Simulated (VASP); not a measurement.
# Ga4SbN3: single point with r2SCAN

Crystal: Ga4SbN3.

```xyz
8
Lattice="-2.4897 2.4897 4.7698 2.4897 -2.4897 4.7698 2.4897 2.4897 -4.7698" Properties=species:S:1:pos:R:3 pbc="T T T"
N     2.4897    0.0000    2.3849
N     0.0000    0.0000    4.7698
N     0.0000    2.4897    2.3849
Ga   -1.0352    1.0352    6.1224
Ga    1.4545    1.4545   -1.3526
Ga    1.0352   -1.0352    6.1224
Ga    1.0352    1.0352    3.4173
Sb    0.0000    0.0000    0.0000
```

```yaml
Program: VASP 6.6.1
Task: single point
Functional: r2SCAN
Potentials_or_basis: VASP PAW PBE potentials, release 64 (N, Ga_d, Sb)
Cutoff: 520 eV
k_mesh: 6 × 6 × 6
Occupations: fermi-dirac, width 0.02 eV
Spin: no spin polarisation
```

```
Pressure               : 0.5 GPa
Largest force          : 0.012 eV/Å
Band gap on the k mesh : zero (bands 36 and 37 overlap by 0.11 eV)
```

Forces on the atoms (eV/Å):
```
N    0.000  0.000  0.000
N    0.000  0.000  0.000
N    0.000  0.000  0.000
Ga  -0.008  0.008  0.003
Ga  -0.008 -0.008 -0.003
Ga   0.008 -0.008  0.003
Ga   0.008  0.008 -0.003
Sb   0.000  0.000  0.000
```

Levels at points of the mesh, in eV from the Fermi level:
| k point | band 32 | band 33 | band 34 | band 35 | band 36 | band 37 | band 38 | band 39 | band 40 | band 41 |
| --- | --- | --- | --- | --- | --- | --- | --- | --- | --- | --- |
| (0.00, 0.00, 0.00) | -3.23 | -3.23 | -0.31 | -0.31 | -0.13 | -0.13 | 3.28 | 3.39 | 5.30 | 5.56 |
| (0.50, 0.00, 0.00) | -3.14 | -2.42 | -1.64 | -1.52 | -0.60 | 2.66 | 3.60 | 4.67 | 5.11 | 5.33 |
| (0.50, 0.50, 0.00) | -2.49 | -1.91 | -0.81 | -0.60 | -0.02 | 1.77 | 2.74 | 3.98 | 4.36 | 5.55 |
| (0.50, 0.50, 0.50) | -2.92 | -2.92 | -2.37 | -0.56 | -0.56 | 1.13 | 2.86 | 2.93 | 4.47 | 4.51 |

It took 7 min on 1 thread of Intel(R) Xeon(R) 6975P-C (Granite Rapids), with other jobs on the host, peak memory 0.44 GiB.

Caveat: semilocal functionals underestimate gaps, and a narrow one can read as zero; the PAW data sets were made with another functional, which shifts forces and pressure a little; spin-orbit coupling is left out, which moves the levels of the heavy elements.
